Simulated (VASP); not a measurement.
**Gd: relaxation of cell and atoms with PBE**

The system is Gd.

```
Gd
1.0
     3.64000    0.00000    0.00000
    -1.82000    3.15233    0.00000
     0.00000    0.00000    5.78032
Gd
2
Direct
  0.33333 0.66667 0.75000
  0.66667 0.33333 0.25000
```

```json
{
  "Program": "VASP 6.6.1",
  "Task": "relaxation of cell and atoms",
  "Functional": "PBE",
  "Potentials or basis": "VASP PAW PBE potentials, release 64 (Gd)",
  "Cutoff": "600 eV",
  "k mesh": "6 × 6 × 4",
  "Occupations": "gaussian, width 0.05 eV",
  "Spin": "collinear spin, ferromagnetic start",
  "Starting moments": "[7.0, 7.0] μB",
  "Dipole correction": "no",
  "Further INCAR settings": "ALGO = Normal; EDIFF = 1e-06; IBRION = 2; EDIFFG = -0.03; NSW = 80; ISIF = 3"
}
```

| Item | Value |
| --- | --- |
| Relaxed volume | 33.51 Å³/atom |
| Relaxed cell | a = 3.646 Å, b = 3.646 Å, c = 5.821 Å, α = 90.00°, β = 90.00°, γ = 120.00° |
| Space group after relaxing (to 0.1 Å) | P6_3/mmc (No. 194) |
| Energy gained by relaxing | 0.5 meV/atom |
| Ionic steps | 4 |
| Pressure after relaxing | -0.1 GPa |
| Net moment | 15.40 μB per cell |
| Site moments | Gd +7.02 μB |
| Valence electrons inside the program's atomic spheres | Gd 15.19 |

Step by step:
```
step  energy change (eV)  largest force (eV/Å)  pressure (GPa)  volume (Å³)
   1              0.0000                0.0000            0.19        66.33
   2             -0.0008                0.0000            0.17        66.70
   3              0.0002                0.0000           -0.39        67.76
   4             -0.0010                0.0000           -0.06        67.01
```

Final structure:
```
Gd
1.0
     3.64591    0.00000    0.00000
    -1.82295    3.15745    0.00000
     0.00000    0.00000    5.82112
Gd
2
Cartesian
  0.0000 2.1050 4.3658
  1.8230 1.0525 1.4553
```

Levels at points of the mesh, in eV from the Fermi level:
Spin up:
```csv
k point,band 23,band 24,band 25,band 26,band 27,band 28,band 29
"(0.00, 0.00, 0.00)",-4.82,-2.50,0.96,1.31,1.31,1.44,1.92
"(0.50, 0.00, 0.00)",-2.18,-1.73,-1.29,-0.14,1.04,1.08,1.72
"(0.00, 0.00, 0.50)",-3.61,-3.61,0.45,0.45,1.24,1.24,1.24
"(0.50, 0.00, 0.50)",-2.16,-2.16,-0.49,-0.49,1.41,1.41,2.54
```
Spin down:
```tsv
k point	band 6	band 7	band 8	band 9	band 10	band 11	band 12	band 13	band 14	band 15
(0.00, 0.00, 0.00)	-19.96	-19.96	-19.96	-4.12	-1.37	0.33	0.35	0.41	0.46	0.46
(0.50, 0.00, 0.00)	-20.26	-20.17	-20.05	-1.02	-0.84	-0.55	0.35	0.41	0.47	0.47
(0.00, 0.00, 0.50)	-20.02	-20.02	-20.02	-2.59	-2.59	0.25	0.25	0.44	0.44	0.44
(0.50, 0.00, 0.50)	-20.17	-20.15	-20.15	-1.29	-1.29	0.23	0.23	0.44	0.44	0.48
```

It took 7.3 min on 1 thread of AMD EPYC 9R45 96-Core Processor (Zen 5), with other jobs on the host, peak memory 0.26 GiB.

Caveat: spin-orbit coupling is left out, which moves the levels of the heavy elements; semilocal functionals describe open f shells poorly, which spoils levels, moments and volumes. The state reached can hang on the start; a lower one may exist.
